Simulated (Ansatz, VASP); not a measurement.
One calculation of K, two programs

INCAR

```
PREC = Accurate
ENCUT = 600
EDIFF = 1E-6
ISMEAR = 0
SIGMA = 0.1
LREAL = False
LASPH = True
NELM = 100
ALGO = Fast
ISIF = 3
LWAVE = False
LCHARG = False
GGA = PE
IBRION = 2
NSW = 90
EDIFFG = -0.04
```

File KPOINTS:

```
Automatic mesh
0
Gamma
  4 4 4
```

File POSCAR:

```
K
1.0
    7.3206508685      0.0000000000      0.0000000000
    0.0000000000      7.3206508685      0.0000000000
    0.0000000000      0.0000000000      6.9398893392
K
4
Direct
    0.3333300000      0.3333300000      0.5000000000
    0.3333300000      0.6666700000      0.0000000000
    0.6666700000      0.3333300000      0.0000000000
    0.6666700000      0.6666700000      0.5000000000
```

Input for Ansatz:

```yaml
crystal:
  lattice:
    - [7.3206508685, 0.0, 0.0]
    - [0.0, 7.3206508685, 0.0]
    - [0.0, 0.0, 6.9398893392]
  atoms:
    - { symbol: K, position: [0.33333, 0.33333, 0.5] }
    - { symbol: K, position: [0.33333, 0.66667, 0.0] }
    - { symbol: K, position: [0.66667, 0.33333, 0.0] }
    - { symbol: K, position: [0.66667, 0.66667, 0.5] }
basis:
  ecutwfc: 420
kpoints:
  mp_grid: { grid: [4, 4, 4] }
hamiltonian:
  xc: pbe
scf:
  occupations: { method: gaussian, width: 0.1 }
  lower_state_search: "off"
output:
  forces: true
  stress: true
  eigenvalues: true
relax:
  adjacent_minimum: "off"
  f_tol: 0.04
  max_steps: 70
  cell: { stress_tol: 0.4 }
```

Alike in both runs: task relaxation of cell and atoms; functional PBE; k mesh 4 × 4 × 4; occupations gaussian, width 0.1 eV; no spin polarisation.

```csv
,VASP,Ansatz
version,VASP 6.6.1,Ansatz 0.2.0
potentials or method,"VASP PAW PBE potentials, release 64 (K_sv), cutoff 600 eV","scalar-relativistic, plane waves, PAW"
valence electrons in the cell,36,36
```

VASP gave:

```
gap on the k mesh at the Fermi level, each at its own relaxed structure (eV) : none
relaxed volume (Å³/atom)                                                     : 74.09
relaxed cell length with the largest relative difference (Å)                 : 5.859
```

**Question.** Which values does Ansatz return?

**Answer.** gap on the k mesh at the Fermi level, each at its own relaxed structure (eV): none; relaxed volume (Å³/atom): 74.07; relaxed cell length with the largest relative difference (Å): 6.538.

A gap of «none» marks a metal or a gap that the smearing closes. One of these differences is far larger than is usual between the two programs; its cause wasn't traced.

Noted on VASP's run: the volume moved by over 15 % at a fixed basis, so the end points are rough.
